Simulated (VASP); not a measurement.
Write the native input for VASP 6.6.1 that does the following.

* Task: single point
* Functional: LDA
* Potentials or basis: VASP PAW LDA potentials, release 64 (Zr_sv, B)
* Cutoff: 520 eV
* k mesh: 18 × 18 × 18
* Occupations: gaussian, width 0.15 eV
* Spin: no spin polarisation
* Dipole correction: no
* Further INCAR settings: ALGO = Normal; EDIFF = 1e-07; NBANDS = 14

The structure of ZrB lies in POSCAR:

```
ZrB
1.0
    0.0000000000      2.4960911404      2.0807415746
    2.4960911404      0.0000000000      2.0807415746
    2.4960911404      2.4960911404      0.0000000000
Zr B
1 1
Direct
    0.0000000000      0.0000000000      0.0000000000
    0.5000000000      0.5000000000      0.5000000000
```

This cell differs from its parent crystal: volume 12.964 Å^3 an atom, c/a of the conventional cell 0.8336.

The input as run:

INCAR

```
  ALGO = Normal
  EDIFF = 1E-7
  ENCUT = 520
  ISIF = 2
  ISMEAR = 0
  LASPH = T
  LCHARG = T
  LELF = T
  LREAL = F
  LVHAR = T
  LWAVE = F
  NBANDS = 14
  NELM = 100
  PREC = Accurate
  SIGMA = 0.15
```

KPOINTS

```
k-points
0
Gamma
  18 18 18
```

Potentials or basis: VASP PAW LDA potentials, release 64 (Zr_sv, B).

Command:

```console
$ cat potpaw_LDA.64/Zr_sv/POTCAR potpaw_LDA.64/B/POTCAR > POTCAR
$ mpirun -np 1 vasp_std > vasp.out
```

Results of the run:

The pressure is 22.8 GPa.

Wall time 2.7 min on 1 thread of AMD EPYC 7R43 64-Core Processor (Zen 3) (shared host), peak memory 0.25 GiB.
